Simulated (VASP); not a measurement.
# WC (P-6m2) in VASP: vibrations by perturbation theory with LDA

Aim: the vibrations by perturbation theory of WC with LDA.

All numbers are computed with VASP 6.6.1; they aren't measurements. Logs are shortened: lines on timing, memory, paths and dates and some standing lists are left out, and cuts for length are marked.

## 1. The cell of the first run

It takes space group P-6m2 (No. 187, hexagonal). Conventional cell: a = 2.885 Å, b = 2.885 Å, c = 2.811 Å, α = 90.00°, β = 90.00°, γ = 120.00°. Within 2.9 Å of W (site symmetry -6m2) lie 6 C at 2.18 Å and 8 W at 2.81 to 2.88 Å. C (site symmetry -6m2) has 6 W at 2.18 Å and 8 C at 2.81 to 2.88 Å within 2.9 Å.

## 2. Vibrations by perturbation theory, LDA

Input file INCAR:

```
SYSTEM = WC
ALGO = Normal
EDIFF = 1E-8
ENCUT = 520
GGA = CA
IBRION = 8
ISIF = 2
ISMEAR = -1
LASPH = .True.
LCHARG = .False.
LREAL = .False.
LWAVE = .False.
NELM = 60
NSW = 1
PREC = Accurate
SIGMA = 0.15
```

Input file KPOINTS:

```
k-points
0
Gamma
  15 15 12
  0 0 0
```

Input file POSCAR:

```
WC
1.0
    2.8849285921      0.0000000000      0.0000000000
   -1.4424642961      2.4984214489      0.0000000000
    0.0000000000      0.0000000000      2.8114881508
W C
1 1
Direct
    0.0000000000      0.0000000000      0.0000000000
    0.6666666667      0.3333333333      0.5000000000
```

Potentials or basis: VASP PAW LDA potentials, release 64 (W_sv, C).

The run is started by

```
> cat potpaw_LDA.64/W_sv/POTCAR potpaw_LDA.64/C/POTCAR > POTCAR
> mpirun -np 1 vasp_std > vasp.out
```

OUTCAR:

```text
SYSTEM = WC
   EDIFF = 1E-8
   ENCUT = 520
   GGA = CA
   IBRION = 8
   ISIF = 2
   ISMEAR = -1
   LASPH = .True.
   LREAL = .False.
   NELM = 60
   NSW = 1
   PREC = Accurate

 ion  position               nearest neighbor table
   1  0.000  0.000  0.000-   2 2.18   2 2.18   2 2.18   2 2.18   2 2.18   2 2.18
   2  0.667  0.333  0.500-   1 2.18   1 2.18   1 2.18   1 2.18   1 2.18   1 2.18

  LATTYP: Found a hexagonal cell.
 ALAT       =     2.8849285921
 C/A-ratio  =     0.9745434111

  Lattice vectors:

 A1 = (   2.8849285921,   0.0000000000,   0.0000000000)
 A2 = (  -1.4424642961,   2.4984214489,   0.0000000000)
 A3 = (   0.0000000000,   0.0000000000,   2.8114881508)

Analysis of symmetry for initial positions (statically):
=====================================================================
 Subroutine PRICEL returns:
 Original cell was already a primitive cell.

 Routine SETGRP: Setting up the symmetry group for a
 hexagonal supercell.

 Subroutine GETGRP returns: Found 12 space group operations
 (whereof 12 operations were pure point group operations)
 out of a pool of 24 trial point group operations.

The static configuration has the point symmetry D_3h.

Analysis of symmetry for dynamics (positions and initial velocities):
=====================================================================
 Subroutine PRICEL returns:
 Original cell was already a primitive cell.

 Routine SETGRP: Setting up the symmetry group for a
 hexagonal supercell.

 Subroutine GETGRP returns: Found 12 space group operations
 (whereof 12 operations were pure point group operations)
 out of a pool of 24 trial point group operations.

The dynamic configuration has the point symmetry D_3h.

 Subroutine INISYM returns: Found 12 space group operations
 (whereof 12 operations are pure point group operations),
 and found     1 'primitive' translations

----------------------------------------------------------------------------------------

                                     Primitive cell

  volume of cell :      20.2646

  direct lattice vectors                    reciprocal lattice vectors
     2.884928592  0.000000000  0.000000000     0.346629030  0.200126364  0.000000000
    -1.442464296  2.498421449  0.000000000     0.000000000  0.400252728  0.000000000
     0.000000000  0.000000000  2.811488151     0.000000000  0.000000000  0.355683519

  length of vectors
     2.884928592  2.884928592  2.811488151     0.400252728  0.400252728  0.355683519

  position of ions in fractional coordinates (direct lattice)
     0.000000000  0.000000000  0.000000000
     0.666666667  0.333333333  0.500000000

  ion indices of the primitive-cell ions
   primitive index   ion index
                 1           1
                 2           2

----------------------------------------------------------------------------------------

 KPOINTS: k-points

Automatic generation of k-mesh.
 Grid dimensions read from file:
 generate k-points for:   15   15   12

 Generating k-lattice:

  Cartesian coordinates                     Fractional coordinates (reciprocal lattice)
     0.023108602  0.013341758  0.000000000     0.066666667  0.000000000  0.000000000
     0.000000000  0.026683515  0.000000000     0.000000000  0.066666667  0.000000000
     0.000000000  0.000000000  0.029640293     0.000000000  0.000000000  0.083333333

  Length of vectors
     0.026683515  0.026683515  0.029640293

  Shift w.r.t. Gamma in fractional coordinates (k-lattice)
     0.000000000  0.000000000  0.000000000

 Subroutine IBZKPT returns following result:
 ===========================================

 Found    189 irreducible k-points:

 Following reciprocal coordinates:
            Coordinates               Weight
  0.000000  0.000000  0.000000      1.000000
  0.066667  0.000000  0.000000      6.000000
  0.133333  0.000000  0.000000      6.000000
  0.200000  0.000000  0.000000      6.000000
  0.266667  0.000000  0.000000      6.000000
  0.333333  0.000000  0.000000      6.000000
[... 16 lines left out ...]
  0.333333  0.200000  0.000000     12.000000
  0.400000  0.200000  0.000000      6.000000
 [... further k-points ...]
   k-points           NKPTS =    189   k-points in BZ     NKDIM =    189   number of bands    NBANDS=     13
   number of dos      NEDOS =    301   number of ions     NIONS =      2
   total plane-waves  NPLWV =  13824
   dimension x,y,z NGX =    24 NGY =   24 NGZ =   24
   dimension x,y,z NGXF=    48 NGYF=   48 NGZF=   48
   ions per type =               1   1
   NGX,Y,Z   is equivalent  to a cutoff of  13.83, 13.83, 14.19 a.u.
   NGXF,Y,Z  is equivalent  to a cutoff of  27.66, 27.66, 28.38 a.u.
 SYSTEM =  WC
   PREC   = accura    normal or accurate (medium, high low for compatibility)
   ISTART =      0    job   : 0-new  1-cont  2-samecut
   ICHARG =      2    charge: 1-file 2-atom 10-const
   ISPIN  =      1    spin polarized calculation?
   LNONCOLLINEAR =      F non collinear calculations
   LSORBIT =      F    spin-orbit coupling
   LASPH  =      T    aspherical Exc in radial PAW
   ENCUT  =  520.0 eV  38.22 Ry    6.18 a.u.   5.36  5.36  5.23*2*pi/ulx,y,z
   NELM   =     60;   NELMIN=  2; NELMDL= -5     # of ELM steps
   EDIFF  = 0.1E-07   stopping-criterion for ELM
   LREAL  =      F    real-space projection
   EDIFFG = 0.1E-06   stopping-criterion for IOM
   NSW    =      1    number of steps for IOM
   IBRION =      8    ionic relax: 0-MD 1-quasi-New 2-CG
   NFREE  =      0    steps in history (QN), initial steepest desc. (CG)
   ISIF   =      2    stress and relaxation
   ISYM   =      2    0-nonsym 1-usesym 2-fastsym
   POTIM  = 0.5000    time-step for ionic-motion
   TEBEG  =    0.0;   TEEND  =   0.0 temperature during run
   PSTRESS=    0.0 pullay stress
   NELECT =      18.0000    total number of electrons
   NUPDOWN=      -1.0000    fix difference up-down
   EMIN   =  10.00;   EMAX   =-10.00  energy-range for DOS
   EFERMI =   0.00;   METHOD = LEGACY
   ISMEAR =    -1;   SIGMA  =   0.15  broadening in eV -4-tet -1-fermi 0-gaus
   EFERMI_NEDOS =   21; number of points for ismear=-14 and -15
   IALGO  =     38    algorithm
   IMIX   =      4    mixing-type and parameters
     AMIX     =   0.40;   BMIX     =  1.00
     AMIX_MAG =   1.60;   BMIX_MAG =  1.00
  volume/ion in A,a.u.               =      10.13        68.38
  Fermi-wavevector in a.u.,A,eV,Ry     =   1.573693  2.973848 33.694956  2.476509
  Thomas-Fermi vector in A             =   2.674939
   LORBIT       =      0    0 simple, 1 ext, 2 COOP (PROOUT), +10 PAW based schemes
   GGA     = CA    functional components
   LHFCALC =     F    Hartree Fock is set to
   AEXX    =    0.0000 exact exchange contribution
   IVDW    =     0    specifies the selected vdW correction
   LEPSILON=     F    determine dielectric tensor
   LRPA    =     F    only Hartree local field effects (RPA)
 non-spin polarized calculation
  energy-cutoff  :      520.00
  volume of cell :       20.26
 maximum number of plane-waves:       568
 NGX is ok and might be reduce to    24
   NGX = 11   NGY = 11   NGZ = 11

--------------------------------------- Ionic step        1  -------------------------------------------

 number of electron      18.0000000 magnetization

 Free energy of the ion-electron system (eV)
  ---------------------------------------------------
  ext. energy  EPLUGINS =         0.00000000
  ---------------------------------------------------
  free energy    TOTEN  =       -24.71093586 eV

  energy without entropy =      -24.68784012  energy(sigma->0) =      -24.69938799

 E-fermi :  11.3727     XC(G=0): -14.1084

 val. band max:       11.3523473937   @ k =   0.4000   0.2000   0.0000
 cond. band min:      11.4313489064   @ k =   0.1333   0.0000   0.3333
 fundamental gap:      0.0790015126
 Fermi energy:        11.3726937909

 k-point     1 :       0.0000    0.0000    0.0000
  band No.  band energies     occupation
      1     -62.1521      2.00000
      2     -26.3945      2.00000
      3     -26.2831      2.00000
      4     -26.2831      2.00000
      5      -3.1265      2.00000
      6       6.8762      2.00000
      7       7.8865      2.00000
      8       7.8865      2.00000
      9      11.4713      0.68264
     10      14.6324      0.00000
     11      14.6324      0.00000
     12      17.0754      0.00000
     13      17.0754      0.00000
[... 354 lines left out ...]
  band No.  band energies     occupation
      1     -62.0798      2.00000
      2     -27.0779      2.00000
      3     -26.6933      2.00000
      4     -26.2607      2.00000
      5       0.8238      2.00000
      6       4.4776      2.00000
      7       7.2065      2.00000
      8       7.7427      2.00000
      9      11.3523      1.06772
     10      12.4128      0.00195
     11      14.2777      0.00000
     12      15.4991      0.00000
     13      20.0317      0.00000

 [... further k-points ...]

------------------------ aborting loop because EDIFF is reached ----------------------------------------

  FORCE on cell =-STRESS in cart. coord.  units (eV):
  Direction    XX          YY          ZZ          XY          YZ          ZX
  --------------------------------------------------------------------------------------
  -------------------------------------------------------------------------------------
  Total        0.3075798      0.3075798      0.3690385     -0.0000000      0.0000000      0.0000000
  in kB       24.3181954     24.3181954     29.1773086     -0.0000000      0.0000000      0.0000000
  external PRESSURE =      25.9378998 kB  Pullay stress =       0.0000000 kB

 VOLUME and BASIS-vectors are now :
 -----------------------------------------------------------------------------
  energy-cutoff  :      520.00
  volume of cell :       20.26
      direct lattice vectors                 reciprocal lattice vectors
     2.884928592  0.000000000  0.000000000     0.346629030  0.200126364  0.000000000
    -1.442464296  2.498421449  0.000000000     0.000000000  0.400252728  0.000000000
     0.000000000  0.000000000  2.811488151     0.000000000  0.000000000  0.355683519

 POSITION                                       TOTAL-FORCE (eV/Angst)
 -----------------------------------------------------------------------------------
      0.00000      0.00000      0.00000         0.000000      0.000000      0.000000
      1.44246      0.83281      1.40574        -0.000000      0.000000      0.000000
 -----------------------------------------------------------------------------------
    total drift:                                0.000000     -0.000000      0.000000

  FREE ENERGIE OF THE ION-ELECTRON SYSTEM (eV)
  ---------------------------------------------------
  free  energy   TOTEN  =       -24.7109358557 eV

  energy  without entropy=      -24.6878401179  energy(sigma->0) =      -24.69938799

[... ionic steps 2 to 3 ...]

--------------------------------------- Ionic step        4  -------------------------------------------

------------------------ aborting loop because EDIFF is reached ----------------------------------------
[... 11 lines left out ...]
[... ionic steps 8 to 8 ...]

--------------------------------------- Ionic step        9  -------------------------------------------

 Free energy of the ion-electron system (eV)
  ---------------------------------------------------
  ---------------------------------------------------
  free energy    TOTEN  =        -0.12148506 eV

  energy without entropy =       -0.12148506

------------------------ aborting loop because EDIFF is reached ----------------------------------------

 INTERNAL STRAIN TENSOR  FOR ION    2  DIRECTION 3   (eV/Angst):
 -----------------------------------------------------------------------------
     0.01188 -0.00000  0.00000
    -0.00000  0.01188 -0.00000
    -0.00000  0.00000 -0.01608

 INTERNAL STRAIN TENSOR FOR ION    2 for displacements in x,y,z  (eV/Angst):
          X           Y           Z          XY          YZ          ZX
  --------------------------------------------------------------------------------
  x     0.00000    -0.00000     0.00000    -5.93942     0.00000     0.00000
  y    -5.93942     5.93942     0.00000    -0.00000     0.00000     0.00000
  z     0.00000     0.00000     0.00000     0.00000    -0.00000    -0.00000

 SECOND DERIVATIVES (NOT SYMMETRIZED)
 ------------------------------------
               1X          1Y          1Z          2X          2Y          2Z
  1X   -16.751656    0.000000    0.000000   16.751656   -0.000000    0.000000
  1Y     0.000000  -16.751656    0.000000   -0.000000   16.751656    0.000000
  1Z    -0.000000    0.000000  -15.233027    0.000000    0.000000   15.233027
  2X    16.754254   -0.000000    0.000000  -16.754254    0.000000    0.000000
  2Y    -0.000000   16.754254    0.000000    0.000000  -16.754254    0.000000
  2Z    -0.000000    0.000000   15.223921    0.000000    0.000000  -15.223921

 Eigenvectors and eigenvalues of the dynamical matrix
 ----------------------------------------------------

   1 f  =   19.057406 THz   119.741216 2PiTHz  635.686654 cm-1    78.815065 meV
             X         Y         Z           dx          dy          dz
      0.000000  0.000000  0.000000     0.110986   -0.221353    0.000000
      1.442464  0.832807  1.405744    -0.434253    0.866088    0.000000
[... 21 lines left out ...]
   6 f/i=    0.001303 THz     0.008189 2PiTHz    0.043475 cm-1     0.005390 meV
             X         Y         Z           dx          dy          dz
      0.000000  0.000000  0.000000     0.000000   -0.000000    0.968835
      1.442464  0.832807  1.405744     0.000000   -0.000000    0.247707

--------------------------------------------------------------------------------------------------------

 ELASTIC MODULI CONTR FROM IONIC RELAXATION (kBar)
 Direction    XX          YY          ZZ          XY          YZ          ZX
 --------------------------------------------------------------------------------
 XX        -136.5043    136.5043     -0.0000      0.0000      0.0000     -0.0000
 YY         136.5043   -136.5043      0.0000      0.0000     -0.0000      0.0000
 ZZ          -0.0000      0.0000     -0.0000      0.0000      0.0000     -0.0000
 XY           0.0000      0.0000      0.0000   -136.5043     -0.0000      0.0000
 YZ           0.0000     -0.0000      0.0000     -0.0000     -0.0000      0.0000
 ZX          -0.0000      0.0000     -0.0000      0.0000      0.0000     -0.0000
 --------------------------------------------------------------------------------
```

Run time: 29 min. Hardware: 1 thread of Intel Xeon 8259CL, shared host; peak memory 0.51 GiB.

Results:

```
Highest phonon frequency at Γ : 636 cm⁻¹
```

Phonon frequencies in cm⁻¹ (negative: imaginary):
```tsv
q point	frequencies
(0.000, 0.000, 0.000)	0 0 0 606 636 636
```

Caveat: the cell stands under pressure or tension, which shifts response properties; spin-orbit coupling is left out, which moves the levels of the heavy elements.
